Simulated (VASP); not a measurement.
# GaAs (P6_3/mmc) in VASP: settings compared

The runs below take GaAs through single point, with LDA, PBE.

All numbers are computed with VASP 6.6.1; they aren't measurements. Logs are shortened: lines on timing, memory, paths and dates and some standing lists are left out, and cuts for length are marked.

### 1 The cell of the first run

The structure is hexagonal, space group P6_3/mmc (No. 194). Conventional cell: a = 4.250 Å, b = 4.250 Å, c = 5.773 Å, α = 90.00°, β = 90.00°, γ = 120.00°. Within 3.2 Å of Ga (site symmetry -6m2) lie 5 As at 2.45 to 2.89 Å. As (site symmetry -6m2) has 5 Ga at 2.45 to 2.89 Å within 3.2 Å.

### 2 Single point, LDA

Input file INCAR:

```
PREC = Accurate
ENCUT = 520
EDIFF = 1E-6
ISMEAR = -1
SIGMA = 0.02
LREAL = False
LASPH = True
NELM = 80
ALGO = Normal
ISIF = 2
LWAVE = False
LCHARG = False
GGA = CA
NBANDS = 26
```

Input file KPOINTS:

```
Automatic mesh
0
Gamma
  6 6 2
```

Input file POSCAR:

```
GaAs
1.0
    4.2497555659      0.0000000000      0.0000000000
   -2.1248777830      3.6803962799      0.0000000000
    0.0000000000      0.0000000000      5.7732405026
Ga As
2 2
Direct
    0.3333333333      0.6666666667      0.2500000000
    0.6666666667      0.3333333333      0.7500000000
    0.6666666667      0.3333333333      0.2500000000
    0.3333333333      0.6666666667      0.7500000000
```

Potentials or basis: VASP PAW LDA potentials, release 64 (Ga_d, As).

Command:

```sh
$ cat potpaw_LDA.64/Ga_d/POTCAR potpaw_LDA.64/As/POTCAR > POTCAR
$ mpirun -np 1 vasp_std > vasp.out
```

OUTCAR:

```text
PREC = Accurate
   ENCUT = 520
   EDIFF = 1E-6
   ISMEAR = -1
   LREAL = False
   LASPH = True
   NELM = 80
   ISIF = 2
   GGA = CA

 ion  position               nearest neighbor table
   1  0.333  0.667  0.250-   3 2.45   3 2.45   3 2.45   4 2.89   4 2.89
   2  0.667  0.333  0.750-   4 2.45   4 2.45   4 2.45   3 2.89   3 2.89
   3  0.667  0.333  0.250-   1 2.45   1 2.45   1 2.45   2 2.89   2 2.89
   4  0.333  0.667  0.750-   2 2.45   2 2.45   2 2.45   1 2.89   1 2.89

  LATTYP: Found a hexagonal cell.
 ALAT       =     4.2497555659
 C/A-ratio  =     1.3584876620

  Lattice vectors:

 A1 = (   4.2497555659,   0.0000000000,   0.0000000000)
 A2 = (  -2.1248777830,   3.6803962799,   0.0000000000)
 A3 = (   0.0000000000,   0.0000000000,   5.7732405026)

Analysis of symmetry for initial positions (statically):
=====================================================================
 Subroutine PRICEL returns:
 Original cell was already a primitive cell.

 Routine SETGRP: Setting up the symmetry group for a
 hexagonal supercell.

 Subroutine GETGRP returns: Found 24 space group operations
 (whereof 12 operations were pure point group operations)
 out of a pool of 24 trial point group operations.

The static configuration has the point symmetry D_3d.
 The point group associated with its full space group is D_6h.

Analysis of symmetry for dynamics (positions and initial velocities):
=====================================================================
 Subroutine PRICEL returns:
 Original cell was already a primitive cell.

 Routine SETGRP: Setting up the symmetry group for a
 hexagonal supercell.

 Subroutine GETGRP returns: Found 24 space group operations
 (whereof 12 operations were pure point group operations)
 out of a pool of 24 trial point group operations.

The dynamic configuration has the point symmetry D_3d.
 The point group associated with its full space group is D_6h.

 Subroutine INISYM returns: Found 24 space group operations
 (whereof 12 operations are pure point group operations),
 and found     1 'primitive' translations

----------------------------------------------------------------------------------------

                                     Primitive cell

  volume of cell :      90.2980

  direct lattice vectors                    reciprocal lattice vectors
     4.249755566  0.000000000  0.000000000     0.235307651  0.135854936  0.000000000
[... 78 lines left out ...]
   NELM   =     80;   NELMIN=  2; NELMDL= -5     # of ELM steps
   EDIFF  = 0.1E-05   stopping-criterion for ELM
   LREAL  =      F    real-space projection
   EDIFFG = 0.1E-04   stopping-criterion for IOM
   NSW    =      0    number of steps for IOM
   IBRION =     -1    ionic relax: 0-MD 1-quasi-New 2-CG
   NFREE  =      0    steps in history (QN), initial steepest desc. (CG)
   ISIF   =      2    stress and relaxation
   ISYM   =      2    0-nonsym 1-usesym 2-fastsym
   POTIM  = 0.5000    time-step for ionic-motion
   TEBEG  =    0.0;   TEEND  =   0.0 temperature during run
   PSTRESS=    0.0 pullay stress
   NELECT =      36.0000    total number of electrons
   NUPDOWN=      -1.0000    fix difference up-down
   EMIN   =  10.00;   EMAX   =-10.00  energy-range for DOS
   EFERMI =   0.00;   METHOD = LEGACY
   ISMEAR =    -1;   SIGMA  =   0.02  broadening in eV -4-tet -1-fermi 0-gaus
   EFERMI_NEDOS =   21; number of points for ismear=-14 and -15
   IALGO  =     38    algorithm
   IMIX   =      4    mixing-type and parameters
     AMIX     =   0.40;   BMIX     =  1.00
     AMIX_MAG =   1.60;   BMIX_MAG =  1.00
  volume/ion in A,a.u.               =      22.57       152.34
  Fermi-wavevector in a.u.,A,eV,Ry     =   1.204896  2.276923 19.752593  1.451775
  Thomas-Fermi vector in A             =   2.340608
   LORBIT       =      0    0 simple, 1 ext, 2 COOP (PROOUT), +10 PAW based schemes
   GGA     = CA    functional components
   LHFCALC =     F    Hartree Fock is set to
   AEXX    =    0.0000 exact exchange contribution
   IVDW    =     0    specifies the selected vdW correction
   LEPSILON=     F    determine dielectric tensor
   LRPA    =     F    only Hartree local field effects (RPA)
 non-spin polarized calculation
  energy-cutoff  :      520.00
  volume of cell :       90.30
 maximum number of plane-waves:      2444
 NGX is ok and might be reduce to    32
   NGX = 15   NGY = 15   NGZ = 21

 number of electron      36.0000020 magnetization

 Free energy of the ion-electron system (eV)
  ---------------------------------------------------
  ext. energy  EPLUGINS =         0.00000000
  ---------------------------------------------------
  free energy    TOTEN  =       -17.80343849 eV

  energy without entropy =      -17.79510040  energy(sigma->0) =      -17.79926945

 E-fermi :   3.7093     XC(G=0):  -9.9615

 val. band max:        3.6910745442   @ k =   0.3333   0.1667   0.5000
 cond. band min:       3.8260302477   @ k =   0.0000   0.0000   0.0000
 fundamental gap:      0.1349557035
 Fermi energy:         3.7092809940

 k-point     1 :       0.0000    0.0000    0.0000
  band No.  band energies     occupation
      1     -11.3054      2.00000
      2     -11.1860      2.00000
      3     -11.1843      2.00000
      4     -11.1843      2.00000
      5     -11.1842      2.00000
      6     -11.1842      2.00000
[... 395 lines left out ...]
     25       9.8076      0.00000
     26       9.8076      0.00000

------------------------ aborting loop because EDIFF is reached ----------------------------------------

  FORCE on cell =-STRESS in cart. coord.  units (eV):
  Direction    XX          YY          ZZ          XY          YZ          ZX
  --------------------------------------------------------------------------------------
  -------------------------------------------------------------------------------------
  Total       -1.1307879     -1.1307879     -1.1178998      0.0000000      0.0000000      0.0000000
  in kB      -20.0638172    -20.0638172    -19.8351396      0.0000000      0.0000000      0.0000000
  external PRESSURE =     -19.9875913 kB  Pullay stress =       0.0000000 kB

 VOLUME and BASIS-vectors are now :
 -----------------------------------------------------------------------------
  energy-cutoff  :      520.00
  volume of cell :       90.30
      direct lattice vectors                 reciprocal lattice vectors
     4.249755566  0.000000000  0.000000000     0.235307651  0.135854936  0.000000000
    -2.124877783  3.680396280  0.000000000     0.000000000  0.271709871  0.000000000
     0.000000000  0.000000000  5.773240503     0.000000000  0.000000000  0.173212947

 POSITION                                       TOTAL-FORCE (eV/Angst)
 -----------------------------------------------------------------------------------
     -0.00000      2.45360      1.44331        -0.000000     -0.000000      0.000000
      2.12488      1.22680      4.32993         0.000000      0.000000     -0.000000
      2.12488      1.22680      1.44331         0.000000     -0.000000      0.000000
     -0.00000      2.45360      4.32993        -0.000000      0.000000      0.000000
 -----------------------------------------------------------------------------------
    total drift:                                0.000000     -0.000000      0.000000

  FREE ENERGIE OF THE ION-ELECTRON SYSTEM (eV)
  ---------------------------------------------------
  free  energy   TOTEN  =       -17.8034384949 eV

  energy  without entropy=      -17.7951004008  energy(sigma->0) =      -17.79926945
```

Wall time 22 s (1 thread of Intel Xeon 6975P-C, shared host); peak memory 0.19 GiB.

Results:

- Free energy: -17.8034 eV
- Pressure: -2.0 GPa
- Band gap on the k mesh: zero (band 18 reaches 4.07 eV, above the bottom of band 19 at 3.44 eV)

Caveat: the k points lie up to 0.54 Å⁻¹ apart.

### 3 Single point, PBE

Input file INCAR:

```
PREC = Accurate
ENCUT = 520
EDIFF = 1E-6
ISMEAR = -1
SIGMA = 0.02
LREAL = F
LASPH = T
NELM = 80
ALGO = Normal
ISIF = 2
LWAVE = F
LCHARG = T
GGA = PE
LELF = T
LVHAR = T
NBANDS = 26
```

Input file KPOINTS:

```
regular mesh
0
Gamma
  6 6 4
```

POSCAR is that of step 2.

Potentials or basis: VASP PAW PBE potentials, release 64 (Ga_d, As).

Command:

```sh
$ cat potpaw_PBE.64/Ga_d/POTCAR potpaw_PBE.64/As/POTCAR > POTCAR
$ mpirun -np 1 vasp_std > vasp.out
```

OUTCAR:

```text
PREC = Accurate
   ENCUT = 520
   EDIFF = 1E-6
   ISMEAR = -1
   LREAL = F
   LASPH = T
   NELM = 80
   ISIF = 2
   GGA = PE

 ion  position               nearest neighbor table
   1  0.333  0.667  0.250-   3 2.45   3 2.45   3 2.45   4 2.89   4 2.89
   2  0.667  0.333  0.750-   4 2.45   4 2.45   4 2.45   3 2.89   3 2.89
   3  0.667  0.333  0.250-   1 2.45   1 2.45   1 2.45   2 2.89   2 2.89
   4  0.333  0.667  0.750-   2 2.45   2 2.45   2 2.45   1 2.89   1 2.89

  LATTYP: Found a hexagonal cell.
 ALAT       =     4.2497555659
 C/A-ratio  =     1.3584876620

  Lattice vectors:

 A1 = (   4.2497555659,   0.0000000000,   0.0000000000)
 A2 = (  -2.1248777830,   3.6803962799,   0.0000000000)
 A3 = (   0.0000000000,   0.0000000000,   5.7732405026)

Analysis of symmetry for initial positions (statically):
=====================================================================
 Subroutine PRICEL returns:
 Original cell was already a primitive cell.

 Routine SETGRP: Setting up the symmetry group for a
 hexagonal supercell.

 Subroutine GETGRP returns: Found 24 space group operations
 (whereof 12 operations were pure point group operations)
 out of a pool of 24 trial point group operations.

The static configuration has the point symmetry D_3d.
 The point group associated with its full space group is D_6h.

Analysis of symmetry for dynamics (positions and initial velocities):
=====================================================================
 Subroutine PRICEL returns:
 Original cell was already a primitive cell.

 Routine SETGRP: Setting up the symmetry group for a
 hexagonal supercell.

 Subroutine GETGRP returns: Found 24 space group operations
 (whereof 12 operations were pure point group operations)
 out of a pool of 24 trial point group operations.

The dynamic configuration has the point symmetry D_3d.
 The point group associated with its full space group is D_6h.

 Subroutine INISYM returns: Found 24 space group operations
 (whereof 12 operations are pure point group operations),
 and found     1 'primitive' translations

----------------------------------------------------------------------------------------

                                     Primitive cell

  volume of cell :      90.2980

  direct lattice vectors                    reciprocal lattice vectors
     4.249755566  0.000000000  0.000000000     0.235307651  0.135854936  0.000000000
    -2.124877783  3.680396280  0.000000000     0.000000000  0.271709871  0.000000000
     0.000000000  0.000000000  5.773240503     0.000000000  0.000000000  0.173212947

  length of vectors
     4.249755566  4.249755566  5.773240503     0.271709871  0.271709871  0.173212947

  position of ions in fractional coordinates (direct lattice)
     0.333333333  0.666666667  0.250000000
     0.666666667  0.333333333  0.750000000
     0.666666667  0.333333333  0.250000000
     0.333333333  0.666666667  0.750000000

  ion indices of the primitive-cell ions
   primitive index   ion index
                 1           1
                 2           2
                 3           3
                 4           4

----------------------------------------------------------------------------------------

 KPOINTS: regular mesh

Automatic generation of k-mesh.
 Grid dimensions read from file:
 generate k-points for:    6    6    4

 Generating k-lattice:

  Cartesian coordinates                     Fractional coordinates (reciprocal lattice)
     0.039217942  0.022642489  0.000000000     0.166666667  0.000000000  0.000000000
     0.000000000  0.045284979  0.000000000     0.000000000  0.166666667  0.000000000
     0.000000000  0.000000000  0.043303237     0.000000000  0.000000000  0.250000000

  Length of vectors
     0.045284979  0.045284979  0.043303237

  Shift w.r.t. Gamma in fractional coordinates (k-lattice)
     0.000000000  0.000000000  0.000000000

 Subroutine IBZKPT returns following result:
 ===========================================

 Found     21 irreducible k-points:

 Following reciprocal coordinates:
            Coordinates               Weight
  0.000000  0.000000  0.000000      1.000000
  0.166667  0.000000  0.000000      6.000000
  0.333333  0.000000  0.000000      6.000000
  0.500000  0.000000  0.000000      3.000000
  0.166667  0.166667  0.000000      6.000000
  0.333333  0.166667  0.000000     12.000000
[... 13 lines left out ...]
  0.333333  0.166667  0.500000     12.000000
  0.333333  0.333333  0.500000      2.000000
   k-points           NKPTS =     21   k-points in BZ     NKDIM =     21   number of bands    NBANDS=     26
   number of dos      NEDOS =    301   number of ions     NIONS =      4
   total plane-waves  NPLWV =  49152
   dimension x,y,z NGX =    32 NGY =   32 NGZ =   48
   dimension x,y,z NGXF=    64 NGYF=   64 NGZF=   96
   ions per type =               2   2
   NGX,Y,Z   is equivalent  to a cutoff of  12.52, 12.52, 13.82 a.u.
   NGXF,Y,Z  is equivalent  to a cutoff of  25.04, 25.04, 27.64 a.u.
 SYSTEM =  unknown system
   PREC   = accura    normal or accurate (medium, high low for compatibility)
   ISTART =      0    job   : 0-new  1-cont  2-samecut
   ICHARG =      2    charge: 1-file 2-atom 10-const
   ISPIN  =      1    spin polarized calculation?
   LNONCOLLINEAR =      F non collinear calculations
   LSORBIT =      F    spin-orbit coupling
   LASPH  =      T    aspherical Exc in radial PAW
   ENCUT  =  520.0 eV  38.22 Ry    6.18 a.u.   7.90  7.90 10.73*2*pi/ulx,y,z
   NELM   =     80;   NELMIN=  2; NELMDL= -5     # of ELM steps
   EDIFF  = 0.1E-05   stopping-criterion for ELM
   LREAL  =      F    real-space projection
   EDIFFG = 0.1E-04   stopping-criterion for IOM
   NSW    =      0    number of steps for IOM
   IBRION =     -1    ionic relax: 0-MD 1-quasi-New 2-CG
   NFREE  =      0    steps in history (QN), initial steepest desc. (CG)
   ISIF   =      2    stress and relaxation
   ISYM   =      2    0-nonsym 1-usesym 2-fastsym
   POTIM  = 0.5000    time-step for ionic-motion
   TEBEG  =    0.0;   TEEND  =   0.0 temperature during run
   PSTRESS=    0.0 pullay stress
   NELECT =      36.0000    total number of electrons
   NUPDOWN=      -1.0000    fix difference up-down
   EMIN   =  10.00;   EMAX   =-10.00  energy-range for DOS
   EFERMI =   0.00;   METHOD = LEGACY
   ISMEAR =    -1;   SIGMA  =   0.02  broadening in eV -4-tet -1-fermi 0-gaus
   EFERMI_NEDOS =   21; number of points for ismear=-14 and -15
   IALGO  =     38    algorithm
   IMIX   =      4    mixing-type and parameters
     AMIX     =   0.40;   BMIX     =  1.00
     AMIX_MAG =   1.60;   BMIX_MAG =  1.00
  volume/ion in A,a.u.               =      22.57       152.34
  Fermi-wavevector in a.u.,A,eV,Ry     =   1.204896  2.276923 19.752593  1.451775
  Thomas-Fermi vector in A             =   2.340608
   LORBIT       =      0    0 simple, 1 ext, 2 COOP (PROOUT), +10 PAW based schemes
   GGA     = PE    functional components
   LHFCALC =     F    Hartree Fock is set to
   AEXX    =    0.0000 exact exchange contribution
   IVDW    =     0    specifies the selected vdW correction
   LEPSILON=     F    determine dielectric tensor
   LRPA    =     F    only Hartree local field effects (RPA)
 non-spin polarized calculation
  energy-cutoff  :      520.00
  volume of cell :       90.30
 maximum number of plane-waves:      2444
 NGX is ok and might be reduce to    32
   NGX = 15   NGY = 15   NGZ = 21

 number of electron      36.0000020 magnetization

 Free energy of the ion-electron system (eV)
  ---------------------------------------------------
  ext. energy  EPLUGINS =         0.00000000
  ---------------------------------------------------
  free energy    TOTEN  =       -15.23518862 eV

  energy without entropy =      -15.23399534  energy(sigma->0) =      -15.23459198

 E-fermi :   4.0263     XC(G=0):  -9.6556

 val. band max:        4.0261824570   @ k =   0.5000   0.0000   0.2500
 cond. band min:       4.1443006948   @ k =   0.0000   0.0000   0.0000
 fundamental gap:      0.1181182378
 Fermi energy:         4.0262522158

 k-point     1 :       0.0000    0.0000    0.0000
  band No.  band energies     occupation
      1     -11.0227      2.00000
      2     -10.9012      2.00000
      3     -10.9012      2.00000
      4     -10.9011      2.00000
      5     -10.9011      2.00000
      6     -10.8986      2.00000
[... 598 lines left out ...]
     25      10.0672      0.00000
     26      10.0672      0.00000

------------------------ aborting loop because EDIFF is reached ----------------------------------------

  FORCE on cell =-STRESS in cart. coord.  units (eV):
  Direction    XX          YY          ZZ          XY          YZ          ZX
  --------------------------------------------------------------------------------------
  -------------------------------------------------------------------------------------
  Total        1.9190693      1.9190693      0.5833665     -0.0000000      0.0000000     -0.0000000
  in kB       34.0504653     34.0504653     10.3507991     -0.0000000      0.0000000     -0.0000000
  external PRESSURE =      26.1505766 kB  Pullay stress =       0.0000000 kB

 VOLUME and BASIS-vectors are now :
 -----------------------------------------------------------------------------
  energy-cutoff  :      520.00
  volume of cell :       90.30
      direct lattice vectors                 reciprocal lattice vectors
     4.249755566  0.000000000  0.000000000     0.235307651  0.135854936  0.000000000
    -2.124877783  3.680396280  0.000000000     0.000000000  0.271709871  0.000000000
     0.000000000  0.000000000  5.773240503     0.000000000  0.000000000  0.173212947

 POSITION                                       TOTAL-FORCE (eV/Angst)
 -----------------------------------------------------------------------------------
     -0.00000      2.45360      1.44331        -0.000000      0.000000      0.000000
      2.12488      1.22680      4.32993         0.000000      0.000000      0.000000
      2.12488      1.22680      1.44331        -0.000000      0.000000      0.000000
     -0.00000      2.45360      4.32993         0.000000      0.000000      0.000000
 -----------------------------------------------------------------------------------
    total drift:                                0.000000     -0.000000      0.000000

  FREE ENERGIE OF THE ION-ELECTRON SYSTEM (eV)
  ---------------------------------------------------
  free  energy   TOTEN  =       -15.2351886172 eV

  energy  without entropy=      -15.2339953402  energy(sigma->0) =      -15.23459198
```

OSZICAR:

```text
N       E                     dE             d eps       ncg     rms          rms(c)
DAV:   1     0.240803109714E+03    0.24080E+03   -0.17084E+04  1096   0.195E+03
DAV:   2     0.125878618479E+02   -0.22822E+03   -0.21963E+03  1180   0.427E+02
DAV:   3    -0.146221439291E+02   -0.27210E+02   -0.26778E+02  1382   0.119E+02
DAV:   4    -0.155154506310E+02   -0.89331E+00   -0.87753E+00  1240   0.217E+01
DAV:   5    -0.155353573955E+02   -0.19907E-01   -0.19894E-01  1384   0.319E+00    0.383E+00
DAV:   6    -0.152563655036E+02    0.27899E+00   -0.59116E-01  1512   0.101E+01    0.215E+00
DAV:   7    -0.152347045257E+02    0.21661E-01   -0.14529E-01  1306   0.190E+00    0.883E-01
DAV:   8    -0.152344134926E+02    0.29103E-03   -0.17971E-02  1238   0.147E+00    0.107E-01
DAV:   9    -0.152348842043E+02   -0.47071E-03   -0.25110E-03  1430   0.664E-01    0.658E-02
DAV:  10    -0.152350293568E+02   -0.14515E-03   -0.21978E-04  1258   0.101E-01    0.353E-02
DAV:  11    -0.152351855921E+02   -0.15624E-03   -0.23341E-04  1188   0.841E-02    0.458E-03
DAV:  12    -0.152351880887E+02   -0.24966E-05   -0.96951E-06  1312   0.209E-02    0.268E-03
DAV:  13    -0.152351886172E+02   -0.52853E-06   -0.16686E-06   992   0.771E-03
   1 F= -.15235189E+02 E0= -.15234592E+02  d E =-.119328E-02
```

stdout:

```text
POSCAR found type information on POSCAR GaAs
 POSCAR found :  2 types and       4 ions
 scaLAPACK will be used
 LDA part: xc-table for (Slater+PW92), standard interpolation
 POSCAR, INCAR and KPOINTS ok, starting setup
 FFT: planning ... GRIDC
 FFT: planning ... GRID_SOFT
 FFT: planning ... GRID
 WAVECAR not read
 entering main loop
```

Wall time 39 s (1 thread of Intel Xeon 6975P-C, shared host); peak memory 0.23 GiB.

Results:

- Free energy: -15.2352 eV
- Pressure: 2.6 GPa
- Band gap on the k mesh: zero (band 18 reaches 4.20 eV, above the bottom of band 19 at 3.19 eV)

Stress tensor (GPa, compression positive):
```
3.41 0.00 0.00
0.00 3.41 0.00
0.00 0.00 1.04
```
